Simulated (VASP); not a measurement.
Here is a VASP 6.6.1 calculation.

Contents of INCAR:

```
SYSTEM = BP
  ALGO = Normal
  EDIFF = 1E-7
  ENCUT = 520
  GGA = PS
  ISIF = 2
  ISMEAR = 0
  LASPH = .TRUE.
  LCHARG = .TRUE.
  LELF = .TRUE.
  LREAL = .FALSE.
  LVHAR = .TRUE.
  LWAVE = .FALSE.
  NBANDS = 11
  NELM = 100
  PREC = Accurate
  SIGMA = 0.01
```

The input KPOINTS:

```
k-points
0
G
  8 8 8
  0 0 0
```

The input POSCAR:

```
BP
1.0
    2.3052732867      2.3052732867      0.0000000000
   -2.3052732867      2.3052732867      0.0000000000
    0.0000000000      2.3052732867      2.2388744983
B P
1 1
Direct
    0.0000000000      0.0000000000      0.0000000000
    0.7500000000      0.2500000000      0.5000000000
```

Potentials or basis: VASP PAW PBE potentials, release 64 (B, P).

Run with:

```console
$ cat potpaw_PBE.64/B/POTCAR potpaw_PBE.64/P/POTCAR > POTCAR
$ mpirun -np 1 vasp_std > vasp.out
```

Task: Estimate the pressure.

Result: -4.7 GPa.

Task: What does it give for the band gap on the k mesh?

Result: 0.75 eV, indirect (least direct gap 3.04 eV).

Stress tensor (GPa, compression positive):
```
-7.14  0.00  0.00
 0.00 -7.14  0.00
 0.00  0.00  0.10
```

Caveat: the cell differs from its parent crystal (film at in-plane strain +0.02); the PAW data sets were made with another functional, which shifts forces and pressure a little. A k mesh can miss the band edges.
